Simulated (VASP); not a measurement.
Write the native input for VASP 6.6.1 that does the following.

```
Task                   : single point
Functional             : PBE
Potentials or basis    : VASP PAW PBE potentials, release 64 (Cd, Te)
Cutoff                 : 520 eV
k mesh                 : 6 × 6 × 6
Occupations            : fermi-dirac, width 0.02 eV
Spin                   : no spin polarisation
Dipole correction      : no
Further INCAR settings : ALGO = Normal; EDIFF = 1e-07; NBANDS = 16
```

The structure of CdTe lies in POSCAR:

```
CdTe
1.0
    0.0000000000      3.0443556749      3.0443556749
    3.0443556749      0.0000000000      3.0443556749
    3.0443556749      3.0443556749      0.0000000000
Cd Te
1 1
Direct
    0.0000000000      0.0000000000      0.0000000000
    0.5000000000      0.5000000000      0.5000000000
```

One way to write it, as run:

INCAR

```
SYSTEM = CdTe
  PREC = Accurate
  ENCUT = 520
  EDIFF = 1E-7
  ISMEAR = -1
  SIGMA = 0.02
  LREAL = .FALSE.
  LASPH = .TRUE.
  NELM = 60
  ALGO = Normal
  ISIF = 2
  LWAVE = .FALSE.
  LCHARG = .TRUE.
  GGA = PE
  LELF = .TRUE.
  LVHAR = .TRUE.
  NBANDS = 16
```

KPOINTS

```
Automatic mesh
0
G
  6 6 6
  0 0 0
```

Potentials or basis: VASP PAW PBE potentials, release 64 (Cd, Te).

Command:

```sh
$ cat potpaw_PBE.64/Cd/POTCAR potpaw_PBE.64/Te/POTCAR > POTCAR
$ mpirun -np 1 vasp_std > vasp.out
```

Results of the run:

```yaml
Pressure: 1.1 GPa
Band_gap_on_the_k_mesh: zero (band 9 reaches 4.10 eV, above the bottom of band 10 at 2.73 eV)
```

Caveat: spin-orbit coupling is left out, which moves the levels of the heavy elements.

It took 11 s on 1 thread of AMD EPYC 9R14 (Zen 4), on a shared host, peak memory 0.15 GiB.
